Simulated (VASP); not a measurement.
# KBr in VASP: notebook, part 2 of 2

VASP 6.6.1. The steps go on from the part before.

## (4) Single point, PBE, collinear spin, ferromagnetic start

This run uses another cell than the first one, of 173.90 Å³/atom, 0.689 times its volume.

File INCAR:

```
SYSTEM = KBr
  ALGO = Normal
  EDIFF = 1E-7
  ENCUT = 520
  GGA = PE
  ISIF = 2
  ISMEAR = 0
  ISPIN = 2
  LASPH = .TRUE.
  LCHARG = .FALSE.
  LORBIT = 11
  LREAL = .FALSE.
  LWAVE = .FALSE.
  MAGMOM = 0.5 0.5
  NBANDS = 19
  NELM = 150
  PREC = Accurate
  SIGMA = 0.05
```

File KPOINTS:

```
k-points
0
G
  1 1 20
  0 0 0
```

File POSCAR:

```
KBr
1.0
   11.7000000000      0.0000000000      0.0000000000
    0.0000000000      9.3000000000      0.0000000000
    0.0000000000      0.0000000000      3.1963273053
K Br
1 1
Direct
    0.3840229570      0.5000000000      0.0000000000
    0.6159770430      0.5000000000      0.5000000000
```

Potentials or basis: VASP PAW PBE potentials, release 64 (K_sv, Br).

The run is started by

```console
$ cat potpaw_PBE.64/K_sv/POTCAR potpaw_PBE.64/Br/POTCAR > POTCAR
$ mpirun -np 1 vasp_std > vasp.out
```

OUTCAR:

```text
SYSTEM = KBr
   EDIFF = 1E-7
   ENCUT = 520
   GGA = PE
   ISIF = 2
   ISMEAR = 0
   ISPIN = 2
   LASPH = .TRUE.
   LORBIT = 11
   LREAL = .FALSE.
   NELM = 150
   PREC = Accurate

 ion  position               nearest neighbor table
   1  0.384  0.500  0.000-   2 3.15   2 3.15
   2  0.616  0.500  0.500-   1 3.15   1 3.15

  LATTYP: Found a simple orthorhombic cell.
 ALAT       =     3.1963273053
 B/A-ratio  =     2.9095893855
 C/A-ratio  =     3.6604511624

  Lattice vectors:

 A1 = (   0.0000000000,   0.0000000000,  -3.1963273053)
 A2 = (   0.0000000000,   9.3000000000,   0.0000000000)
 A3 = (  11.7000000000,   0.0000000000,   0.0000000000)

Analysis of symmetry for initial positions (statically):
=====================================================================
 Subroutine PRICEL returns:
 Original cell was already a primitive cell.

 Routine SETGRP: Setting up the symmetry group for a
 simple orthorhombic supercell.

 Subroutine GETGRP returns: Found  4 space group operations
 (whereof  4 operations were pure point group operations)
 out of a pool of  8 trial point group operations.

The static configuration has the point symmetry C_2v.

Analysis of symmetry for dynamics (positions and initial velocities):
=====================================================================
 Subroutine PRICEL returns:
 Original cell was already a primitive cell.

 Routine SETGRP: Setting up the symmetry group for a
 simple orthorhombic supercell.

 Subroutine GETGRP returns: Found  4 space group operations
 (whereof  4 operations were pure point group operations)
 out of a pool of  8 trial point group operations.

The dynamic configuration has the point symmetry C_2v.

Analysis of structural, dynamic, and magnetic symmetry:
=====================================================================
 Subroutine PRICEL returns:
 Original cell was already a primitive cell.

 Routine SETGRP: Setting up the symmetry group for a
 simple orthorhombic supercell.

 Subroutine GETGRP returns: Found  4 space group operations
 (whereof  4 operations were pure point group operations)
 out of a pool of  8 trial point group operations.

The overall configuration has the point symmetry C_2v.

 Subroutine INISYM returns: Found  4 space group operations
 (whereof  4 operations are pure point group operations),
 and found     1 'primitive' translations

----------------------------------------------------------------------------------------

                                     Primitive cell

  volume of cell :     347.7924

  direct lattice vectors                    reciprocal lattice vectors
    11.700000000  0.000000000  0.000000000     0.085470085  0.000000000  0.000000000
     0.000000000  9.300000000  0.000000000     0.000000000  0.107526882  0.000000000
     0.000000000  0.000000000  3.196327305     0.000000000  0.000000000  0.312859074

  length of vectors
    11.700000000  9.300000000  3.196327305     0.085470085  0.107526882  0.312859074

  position of ions in fractional coordinates (direct lattice)
     0.384022957  0.500000000  0.000000000
     0.615977043  0.500000000  0.500000000

  ion indices of the primitive-cell ions
   primitive index   ion index
                 1           1
                 2           2
[... 53 lines left out ...]
   LNONCOLLINEAR =      F non collinear calculations
   LSORBIT =      F    spin-orbit coupling
   LASPH  =      T    aspherical Exc in radial PAW
   ENCUT  =  520.0 eV  38.22 Ry    6.18 a.u.  21.75 17.29  5.94*2*pi/ulx,y,z
   NELM   =    150;   NELMIN=  2; NELMDL= -5     # of ELM steps
   EDIFF  = 0.1E-06   stopping-criterion for ELM
   LREAL  =      F    real-space projection
   EDIFFG = 0.1E-05   stopping-criterion for IOM
   NSW    =      0    number of steps for IOM
   IBRION =     -1    ionic relax: 0-MD 1-quasi-New 2-CG
   NFREE  =      0    steps in history (QN), initial steepest desc. (CG)
   ISIF   =      2    stress and relaxation
   ISYM   =      2    0-nonsym 1-usesym 2-fastsym
   POTIM  = 0.5000    time-step for ionic-motion
   TEBEG  =    0.0;   TEEND  =   0.0 temperature during run
   PSTRESS=    0.0 pullay stress
   NELECT =      16.0000    total number of electrons
   NUPDOWN=      -1.0000    fix difference up-down
   EMIN   =  10.00;   EMAX   =-10.00  energy-range for DOS
   EFERMI =   0.00;   METHOD = LEGACY
   ISMEAR =     0;   SIGMA  =   0.05  broadening in eV -4-tet -1-fermi 0-gaus
   EFERMI_NEDOS =   21; number of points for ismear=-14 and -15
   IALGO  =     38    algorithm
   IMIX   =      4    mixing-type and parameters
     AMIX     =   0.40;   BMIX     =  1.00
     AMIX_MAG =   1.60;   BMIX_MAG =  1.00
  volume/ion in A,a.u.               =     173.90      1173.51
  Fermi-wavevector in a.u.,A,eV,Ry     =   0.586599  1.108512  4.681746  0.344099
  Thomas-Fermi vector in A             =   1.633145
   LORBIT       =     11    0 simple, 1 ext, 2 COOP (PROOUT), +10 PAW based schemes
   GGA     = PE    functional components
   LHFCALC =     F    Hartree Fock is set to
   AEXX    =    0.0000 exact exchange contribution
   IVDW    =     0    specifies the selected vdW correction
   LEPSILON=     F    determine dielectric tensor
   LRPA    =     F    only Hartree local field effects (RPA)
 spin polarized calculation
 Gauss-broadening in eV      SIGMA  =   0.05
  energy-cutoff  :      520.00
  volume of cell :      347.79
 maximum number of plane-waves:      9420
 NGX is ok and might be reduce to    90
   NGX = 43   NGY = 35   NGZ = 11

 number of electron      15.9999998 magnetization      -0.0001458

 number of electron      15.9999998 magnetization       0.0001063

 Free energy of the ion-electron system (eV)
  ---------------------------------------------------
  ext. energy  EPLUGINS =         0.00000000
  ---------------------------------------------------
  free energy    TOTEN  =        -3.61602834 eV

  energy without entropy =       -3.61473326  energy(sigma->0) =       -3.61538080

 E-fermi :  -2.3885     XC(G=0):  -2.6519

 val. band max:       -2.4521548389   @ k =   0.0000   0.0000   0.0500
 cond. band min:      -2.3253196238   @ k =   0.0000   0.0000   0.0500
 fundamental gap:      0.1268352151
 Fermi energy:        -2.3884511918

 spin component 1

 k-point     1 :       0.0000    0.0000    0.0000
  band No.  band energies     occupation
      1     -35.0173      1.00000
      2     -18.5240      1.00000
      3     -18.4662      1.00000
      4     -18.0961      1.00000
      5     -16.7143      1.00000
      6      -5.2676      1.00000
[... 218 lines left out ...]
      5     -16.0691      1.00000
      6      -6.1784      1.00000
[... 11 lines left out ...]
     18       4.3854      0.00000
     19       4.5965      0.00000
 Fermi energy:        -2.3884511918

 spin component 2

 k-point     1 :       0.0000    0.0000    0.0000
  band No.  band energies     occupation
      1     -35.0173      1.00000
      2     -18.5239      1.00000
      3     -18.4661      1.00000
      4     -18.0960      1.00000
      5     -16.7149      1.00000
      6      -5.2679      1.00000
[... 219 lines left out ...]
      6      -6.1796      1.00000
[... 11 lines left out ...]
     18       4.3862      0.00000
     19       4.5969      0.00000

------------------------ aborting loop because EDIFF is reached ----------------------------------------

  FORCE on cell =-STRESS in cart. coord.  units (eV):
  Direction    XX          YY          ZZ          XY          YZ          ZX
  --------------------------------------------------------------------------------------
  -------------------------------------------------------------------------------------
  Total       -1.8756148      0.0310449      3.1458471      0.0000000      0.0000000      0.0000000
  in kB       -8.6404064      0.1430148     14.4919937      0.0000000      0.0000000      0.0000000
  external PRESSURE =       1.9982007 kB  Pullay stress =       0.0000000 kB

 VOLUME and BASIS-vectors are now :
 -----------------------------------------------------------------------------
  energy-cutoff  :      520.00
  volume of cell :      347.79
      direct lattice vectors                 reciprocal lattice vectors
    11.700000000  0.000000000  0.000000000     0.085470085  0.000000000  0.000000000
     0.000000000  9.300000000  0.000000000     0.000000000  0.107526882  0.000000000
     0.000000000  0.000000000  3.196327305     0.000000000  0.000000000  0.312859074

 POSITION                                       TOTAL-FORCE (eV/Angst)
 -----------------------------------------------------------------------------------
      4.49307      4.65000      0.00000         0.589687      0.000000      0.000000
      7.20693      4.65000      1.59816        -0.589687      0.000000      0.000000
 -----------------------------------------------------------------------------------
    total drift:                                0.000350      0.000000     -0.000000

  FREE ENERGIE OF THE ION-ELECTRON SYSTEM (eV)
  ---------------------------------------------------
  free  energy   TOTEN  =        -3.6160283375 eV

  energy  without entropy=       -3.6147332648  energy(sigma->0) =       -3.61538080

 total charge

# of ion       s       p       d       tot
------------------------------------------
    1        1.973   5.558   0.032   7.564
    2        1.619   3.188   0.007   4.815
--------------------------------------------------
tot          3.592   8.746   0.040  12.379

 magnetization (x)

# of ion       s       p       d       tot
------------------------------------------
    1        0.000   0.000   0.000   0.000
    2       -0.000  -0.001  -0.000  -0.001
--------------------------------------------------
tot          0.000  -0.001   0.000  -0.001
```

stdout:

```text
POSCAR found type information on POSCAR K Br
 POSCAR found :  2 types and       2 ions
 scaLAPACK will be used
 LDA part: xc-table for (Slater+PW92), standard interpolation
 POSCAR, INCAR and KPOINTS ok, starting setup
 FFT: planning ... GRIDC
 FFT: planning ... GRID_SOFT
 FFT: planning ... GRID
 WAVECAR not read
 entering main loop
```

It took 3.4 min on 1 thread of AMD EPYC 9R45 (Zen 5), shared host; peak memory 0.51 GiB.

What came out:

```yaml
Free_energy: -3.6160 eV
Largest_force: 0.590 eV/Å
Band_gap_on_the_k_mesh: 0.13 eV, direct
Net_moment: 0.00 μB per cell
Valence_electrons_inside_the_program's_atomic_spheres: K 7.56; Br 4.82
```

Forces in eV/Å, atoms in the order of the input:
```
K    0.590  0.000  0.000
Br  -0.590  0.000  0.000
```

## (5) Overview

| cell | k mesh | gap on the mesh (eV) | moment (μB) | largest force (eV/Å) |
| --- | --- | --- | --- | --- |
| a = 9.000, b = 9.300, c = 6.031 Å, 2 atoms | 1 × 1 × 11 | 4.15 | 0.00 | 0.89 |
| a = 10.400, b = 9.300, c = 5.428 Å, 2 atoms | 1 × 1 × 12 | 3.84 | 0.00 | 0.16 |
| a = 11.700, b = 9.300, c = 3.196 Å, 2 atoms | 1 × 1 × 20 | 0.13 | 0.00 | 0.59 |

Alike in all rows: task single point; level PBE; potentials or basis VASP PAW PBE potentials, release 64 (K_sv, Br); spin collinear, ferromagnetic start; cutoff (eV) 520; smearing gaussian 0.05 eV.

Absolute energies hang on the potentials; compare differences alone.
